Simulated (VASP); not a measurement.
# CdSe (Fm-3m) in VASP: further runs

CdSe is run at these levels: PBE; tasks: single point.

Everything below comes from runs of VASP 6.6.1. Logs are shortened: lines on timing, memory, paths and dates and some standing lists are left out, and cuts for length are marked.

### 1 The cell of the first run

It takes space group Fm-3m (No. 225, cubic). Conventional cell: a = 5.748 Å, b = 5.748 Å, c = 5.748 Å, α = 90.00°, β = 90.00°, γ = 90.00°. Within 3.8 Å of Cd (site symmetry m-3m) lie 6 Se at 2.87 Å. Se (site symmetry m-3m) has 6 Cd at 2.87 Å within 3.8 Å.

### 2 Single point, PBE

File INCAR:

```
ALGO = Normal ; EDIFF = 1E-6
ENCUT = 500 ; GGA = PE
GGA_COMPAT = False ; ISIF = 2
ISMEAR = 0 ; LASPH = True
LCHARG = False ; LREAL = False
LWAVE = False ; NBANDS = 16
NELM = 120 ; PREC = Accurate
SIGMA = 0.028000000000000004
```

File KPOINTS:

```
k-points
0
Gamma
  8 8 8
```

File POSCAR:

```
CdSe
1.0
    0.0000000000      2.8739580000      2.8739580000
    2.8739580000      0.0000000000      2.8739580000
    2.8739580000      2.8739580000      0.0000000000
Cd Se
1 1
Direct
    0.0000000000      0.0000000000      0.0000000000
    0.5000000000      0.5000000000      0.5000000000
```

Potentials or basis: VASP PAW PBE potentials, release 64 (Cd, Se).

Run with:

```
$ cat potpaw_PBE.64/Cd/POTCAR potpaw_PBE.64/Se/POTCAR > POTCAR
$ mpirun -np 1 vasp_std > vasp.out
```

OUTCAR:

```text
EDIFF = 1E-6
   ENCUT = 500
   GGA = PE
   ISIF = 2
   ISMEAR = 0
   LASPH = True
   LREAL = False
   NELM = 120
   PREC = Accurate

 ion  position               nearest neighbor table
   1  0.000  0.000  0.000-   2 2.87   2 2.87   2 2.87   2 2.87   2 2.87   2 2.87
   2  0.500  0.500  0.500-   1 2.87   1 2.87   1 2.87   1 2.87   1 2.87   1 2.87

  LATTYP: Found a face centered cubic cell.
 ALAT       =     5.7479160000

  Lattice vectors:

 A1 = (   0.0000000000,   2.8739580000,   2.8739580000)
 A2 = (   2.8739580000,   0.0000000000,   2.8739580000)
 A3 = (   2.8739580000,   2.8739580000,   0.0000000000)

Analysis of symmetry for initial positions (statically):
=====================================================================
 Subroutine PRICEL returns:
 Original cell was already a primitive cell.

 Routine SETGRP: Setting up the symmetry group for a
 face centered cubic supercell.

 Subroutine GETGRP returns: Found 48 space group operations
 (whereof 48 operations were pure point group operations)
 out of a pool of 48 trial point group operations.

The static configuration has the point symmetry O_h .

Analysis of symmetry for dynamics (positions and initial velocities):
=====================================================================
 Subroutine PRICEL returns:
 Original cell was already a primitive cell.

 Routine SETGRP: Setting up the symmetry group for a
 face centered cubic supercell.

 Subroutine GETGRP returns: Found 48 space group operations
 (whereof 48 operations were pure point group operations)
 out of a pool of 48 trial point group operations.

The dynamic configuration has the point symmetry O_h .

 Subroutine INISYM returns: Found 48 space group operations
 (whereof 48 operations are pure point group operations),
 and found     1 'primitive' translations

----------------------------------------------------------------------------------------

                                     Primitive cell

  volume of cell :      47.4757

  direct lattice vectors                    reciprocal lattice vectors
     0.000000000  2.873958000  2.873958000    -0.173976098  0.173976098  0.173976098
     2.873958000  0.000000000  2.873958000     0.173976098 -0.173976098  0.173976098
     2.873958000  2.873958000  0.000000000     0.173976098  0.173976098 -0.173976098

  length of vectors
     4.064390381  4.064390381  4.064390381     0.301335442  0.301335442  0.301335442

  position of ions in fractional coordinates (direct lattice)
     0.000000000  0.000000000  0.000000000
     0.500000000  0.500000000  0.500000000

  ion indices of the primitive-cell ions
   primitive index   ion index
                 1           1
                 2           2

----------------------------------------------------------------------------------------

 KPOINTS: k-points

Automatic generation of k-mesh.
 Grid dimensions read from file:
 generate k-points for:    8    8    8

 Generating k-lattice:

  Cartesian coordinates                     Fractional coordinates (reciprocal lattice)
    -0.021747012  0.021747012  0.021747012     0.125000000  0.000000000  0.000000000
     0.021747012 -0.021747012  0.021747012     0.000000000  0.125000000  0.000000000
     0.021747012  0.021747012 -0.021747012     0.000000000  0.000000000  0.125000000

  Length of vectors
     0.037666930  0.037666930  0.037666930

  Shift w.r.t. Gamma in fractional coordinates (k-lattice)
     0.000000000  0.000000000  0.000000000

 Subroutine IBZKPT returns following result:
 ===========================================

 Found     29 irreducible k-points:

 Following reciprocal coordinates:
            Coordinates               Weight
  0.000000  0.000000  0.000000      1.000000
  0.125000  0.000000  0.000000      8.000000
  0.250000  0.000000  0.000000      8.000000
  0.375000  0.000000  0.000000      8.000000
  0.500000  0.000000  0.000000      4.000000
  0.125000  0.125000  0.000000      6.000000
[... 16 lines left out ...]
  0.500000  0.250000  0.125000     48.000000
 -0.375000  0.250000  0.125000     24.000000
 [... further k-points ...]
   k-points           NKPTS =     29   k-points in BZ     NKDIM =     29   number of bands    NBANDS=     16
   number of dos      NEDOS =    301   number of ions     NIONS =      2
   total plane-waves  NPLWV =  27000
   dimension x,y,z NGX =    30 NGY =   30 NGZ =   30
   dimension x,y,z NGXF=    60 NGYF=   60 NGZF=   60
   ions per type =               1   1
   NGX,Y,Z   is equivalent  to a cutoff of  12.27, 12.27, 12.27 a.u.
   NGXF,Y,Z  is equivalent  to a cutoff of  24.54, 24.54, 24.54 a.u.
 SYSTEM =  unknown system
   PREC   = accura    normal or accurate (medium, high low for compatibility)
   ISTART =      0    job   : 0-new  1-cont  2-samecut
   ICHARG =      2    charge: 1-file 2-atom 10-const
   ISPIN  =      1    spin polarized calculation?
   LNONCOLLINEAR =      F non collinear calculations
   LSORBIT =      F    spin-orbit coupling
   LASPH  =      T    aspherical Exc in radial PAW
   ENCUT  =  500.0 eV  36.75 Ry    6.06 a.u.   7.41  7.41  7.41*2*pi/ulx,y,z
   NELM   =    120;   NELMIN=  2; NELMDL= -5     # of ELM steps
   EDIFF  = 0.1E-05   stopping-criterion for ELM
   LREAL  =      F    real-space projection
   EDIFFG = 0.1E-04   stopping-criterion for IOM
   NSW    =      0    number of steps for IOM
   IBRION =     -1    ionic relax: 0-MD 1-quasi-New 2-CG
   NFREE  =      0    steps in history (QN), initial steepest desc. (CG)
   ISIF   =      2    stress and relaxation
   ISYM   =      2    0-nonsym 1-usesym 2-fastsym
   POTIM  = 0.5000    time-step for ionic-motion
   TEBEG  =    0.0;   TEEND  =   0.0 temperature during run
   PSTRESS=    0.0 pullay stress
   NELECT =      18.0000    total number of electrons
   NUPDOWN=      -1.0000    fix difference up-down
   EMIN   =  10.00;   EMAX   =-10.00  energy-range for DOS
   EFERMI =   0.00;   METHOD = LEGACY
   ISMEAR =     0;   SIGMA  =   0.03  broadening in eV -4-tet -1-fermi 0-gaus
   EFERMI_NEDOS =   21; number of points for ismear=-14 and -15
   IALGO  =     38    algorithm
   IMIX   =      4    mixing-type and parameters
     AMIX     =   0.40;   BMIX     =  1.00
     AMIX_MAG =   1.60;   BMIX_MAG =  1.00
  volume/ion in A,a.u.               =      23.74       160.19
  Fermi-wavevector in a.u.,A,eV,Ry     =   1.184882  2.239103 19.101849  1.403946
  Thomas-Fermi vector in A             =   2.321088
   LORBIT       =      0    0 simple, 1 ext, 2 COOP (PROOUT), +10 PAW based schemes
   GGA     = PE    functional components
   LHFCALC =     F    Hartree Fock is set to
   AEXX    =    0.0000 exact exchange contribution
   IVDW    =     0    specifies the selected vdW correction
   LEPSILON=     F    determine dielectric tensor
   LRPA    =     F    only Hartree local field effects (RPA)
 non-spin polarized calculation
 Gauss-broadening in eV      SIGMA  =   0.03
  energy-cutoff  :      500.00
  volume of cell :       47.48
 maximum number of plane-waves:      1243
 NGX is ok and might be reduce to    30
   NGX = 15   NGY = 15   NGZ = 15

 number of electron      18.0000008 magnetization

 Free energy of the ion-electron system (eV)
  ---------------------------------------------------
  ext. energy  EPLUGINS =         0.00000000
  ---------------------------------------------------
  free energy    TOTEN  =        -5.20393548 eV

  energy without entropy =       -5.20355050  energy(sigma->0) =       -5.20374299

 E-fermi :   2.2749     XC(G=0):  -9.9994

 val. band max:        2.2520223369   @ k =  -0.2500   0.1250   0.0000
 cond. band min:       2.3439159970   @ k =   0.0000   0.0000   0.0000
 fundamental gap:      0.0918936601
 Fermi energy:         2.2748703473

 k-point     1 :       0.0000    0.0000    0.0000
  band No.  band energies     occupation
      1     -10.6165      2.00000
      2      -5.6585      2.00000
      3      -5.6585      2.00000
      4      -5.6427      2.00000
      5      -5.6427      2.00000
      6      -5.6427      2.00000
[... 8 lines left out ...]
     15      12.0244      0.00000
     16      12.0244      0.00000

 k-point     2 :       0.1250    0.0000    0.0000
  band No.  band energies     occupation
      1     -10.5059      2.00000
      2      -5.6898      2.00000
      3      -5.6898      2.00000
      4      -5.6515      2.00000
      5      -5.6245      2.00000
      6      -5.6245      2.00000
[... 8 lines left out ...]
     15      11.6496      0.00000
     16      11.8523      0.00000

 k-point     3 :       0.2500    0.0000    0.0000
  band No.  band energies     occupation
      1     -10.2134      2.00000
      2      -5.7675      2.00000
      3      -5.7675      2.00000
      4      -5.6839      2.00000
      5      -5.5763      2.00000
      6      -5.5763      2.00000
[... 8 lines left out ...]
     15      12.4697      0.00000
     16      12.4697      0.00000

 k-point     4 :       0.3750    0.0000    0.0000
  band No.  band energies     occupation
      1      -9.8720      2.00000
      2      -5.8432      2.00000
      3      -5.8432      2.00000
      4      -5.7448      2.00000
      5      -5.5272      2.00000
      6      -5.5272      2.00000
[... 8 lines left out ...]
     15      13.8962      0.00000
     16      13.8962      0.00000

 k-point     5 :       0.5000    0.0000    0.0000
  band No.  band energies     occupation
      1      -9.7106      2.00000
      2      -5.8739      2.00000
      3      -5.8739      2.00000
      4      -5.7854      2.00000
      5      -5.5066      2.00000
      6      -5.5066      2.00000
[... 8 lines left out ...]
     15      15.1247      0.00000
     16      15.1247      0.00000

 k-point     6 :       0.1250    0.1250    0.0000
  band No.  band energies     occupation
      1     -10.4743      2.00000
      2      -5.7257      2.00000
      3      -5.6578      2.00000
      4      -5.6475      2.00000
      5      -5.6225      2.00000
      6      -5.6225      2.00000
[... 8 lines left out ...]
     15      13.2888      0.00000
     16      13.2888      0.00000

 k-point     7 :       0.2500    0.1250    0.0000
  band No.  band energies     occupation
      1     -10.2573      2.00000
      2      -5.7770      2.00000
      3      -5.6871      2.00000
      4      -5.6741      2.00000
      5      -5.5925      2.00000
      6      -5.5720      2.00000
[... 8 lines left out ...]
     15      13.3493      0.00000
     16      13.5206      0.00000

 k-point     8 :       0.3750    0.1250    0.0000
  band No.  band energies     occupation
      1      -9.9501      2.00000
      2      -5.8037      2.00000
      3      -5.7659      2.00000
      4      -5.7043      2.00000
      5      -5.5473      2.00000
      6      -5.5205      2.00000
[... 8 lines left out ...]
     15      13.9328      0.00000
     16      14.6089      0.00000

 k-point     9 :       0.5000    0.1250    0.0000
  band No.  band energies     occupation
      1      -9.7334      2.00000
      2      -5.8336      2.00000
      3      -5.7883      2.00000
      4      -5.7476      2.00000
      5      -5.5071      2.00000
      6      -5.5015      2.00000
[... 8 lines left out ...]
     15      15.0817      0.00000
     16      15.2533      0.00000
[... 172 lines left out ...]
 k-point    19 :       0.5000    0.3750    0.0000
  band No.  band energies     occupation
      1      -9.8281      2.00000
      2      -5.7303      2.00000
      3      -5.6257      2.00000
      4      -5.4940      2.00000
      5      -5.4691      2.00000
      6      -5.1410      2.00000
[... 8 lines left out ...]
     15      16.3801      0.00000
     16      17.1136      0.00000

 k-point    20 :      -0.3750    0.3750    0.0000
  band No.  band energies     occupation
      1      -9.7517      2.00000
      2      -5.7106      2.00000
      3      -5.7087      2.00000
      4      -5.5445      2.00000
      5      -5.4806      2.00000
      6      -5.1817      2.00000
[... 8 lines left out ...]
     15      14.7524      0.00000
     16      17.1069      0.00000

 k-point    21 :       0.5000    0.5000    0.0000
  band No.  band energies     occupation
      1      -9.8450      2.00000
      2      -5.7463      2.00000
      3      -5.5828      2.00000
      4      -5.4568      2.00000
      5      -5.4568      2.00000
      6      -4.9780      2.00000
[... 8 lines left out ...]
     15      16.5780      0.00000
     16      17.1337      0.00000

 k-point    22 :       0.3750    0.2500    0.1250
  band No.  band energies     occupation
      1     -10.0480      2.00000
      2      -5.7755      2.00000
      3      -5.7146      2.00000
      4      -5.6814      2.00000
      5      -5.5619      2.00000
      6      -5.5184      2.00000
[... 8 lines left out ...]
     15      14.7006      0.00000
     16      14.9264      0.00000

 k-point    23 :       0.5000    0.2500    0.1250
  band No.  band energies     occupation
      1      -9.8218      2.00000
      2      -5.7886      2.00000
      3      -5.7165      2.00000
      4      -5.6775      2.00000
      5      -5.5206      2.00000
      6      -5.4622      2.00000
[... 8 lines left out ...]
     15      14.8875      0.00000
     16      15.4955      0.00000

 k-point    24 :      -0.3750    0.2500    0.1250
  band No.  band energies     occupation
      1      -9.7224      2.00000
      2      -5.8143      2.00000
      3      -5.6920      2.00000
      4      -5.6722      2.00000
      5      -5.4965      2.00000
      6      -5.4365      2.00000
[... 8 lines left out ...]
     15      13.3897      0.00000
     16      16.1667      0.00000

 [... further k-points ...]

------------------------ aborting loop because EDIFF is reached ----------------------------------------

  FORCE on cell =-STRESS in cart. coord.  units (eV):
  Direction    XX          YY          ZZ          XY          YZ          ZX
  --------------------------------------------------------------------------------------
  -------------------------------------------------------------------------------------
  Total       -0.0049744     -0.0049744     -0.0049744      0.0000000     -0.0000000      0.0000000
  in kB       -0.1678722     -0.1678722     -0.1678722      0.0000000     -0.0000000      0.0000000
  external PRESSURE =      -0.1678722 kB  Pullay stress =       0.0000000 kB

 VOLUME and BASIS-vectors are now :
 -----------------------------------------------------------------------------
  energy-cutoff  :      500.00
  volume of cell :       47.48
      direct lattice vectors                 reciprocal lattice vectors
     0.000000000  2.873958000  2.873958000    -0.173976098  0.173976098  0.173976098
     2.873958000  0.000000000  2.873958000     0.173976098 -0.173976098  0.173976098
     2.873958000  2.873958000  0.000000000     0.173976098  0.173976098 -0.173976098

 POSITION                                       TOTAL-FORCE (eV/Angst)
 -----------------------------------------------------------------------------------
      0.00000      0.00000      0.00000         0.000000     -0.000000      0.000000
      2.87396      2.87396      2.87396        -0.000000      0.000000     -0.000000
 -----------------------------------------------------------------------------------
    total drift:                               -0.000000      0.000000      0.000000

  FREE ENERGIE OF THE ION-ELECTRON SYSTEM (eV)
  ---------------------------------------------------
  free  energy   TOTEN  =        -5.2039354803 eV

  energy  without entropy=       -5.2035505001  energy(sigma->0) =       -5.20374299
```

Wall time 16 s (1 thread of Intel Xeon Platinum 8375C at 2.90GHz (Ice Lake), shared host); peak memory 0.17 GiB.

Results:

| Property | Result |
| --- | --- |
| Free energy | -5.2039 eV |
| Pressure | 0.0 GPa |
| Band gap on the k mesh | zero (band 9 reaches 2.25 eV, above the bottom of band 10 at 1.81 eV) |

Levels at points of the mesh, in eV from the Fermi level:
| k point | band 5 | band 6 | band 7 | band 8 | band 9 | band 10 | band 11 | band 12 | band 13 | band 14 |
| --- | --- | --- | --- | --- | --- | --- | --- | --- | --- | --- |
| (0.00, 0.00, 0.00) | -7.92 | -7.92 | -0.61 | -0.61 | -0.61 | 0.07 | 8.64 | 8.64 | 8.64 | 9.75 |
| (0.50, 0.00, 0.00) | -7.78 | -7.78 | -4.94 | -0.06 | -0.06 | 3.02 | 5.26 | 5.26 | 5.90 | 11.22 |
| (0.50, 0.50, 0.00) | -7.73 | -7.25 | -4.08 | -2.05 | -2.05 | -0.46 | 5.46 | 9.70 | 10.29 | 10.29 |

(Continued in part 2 of 2.)
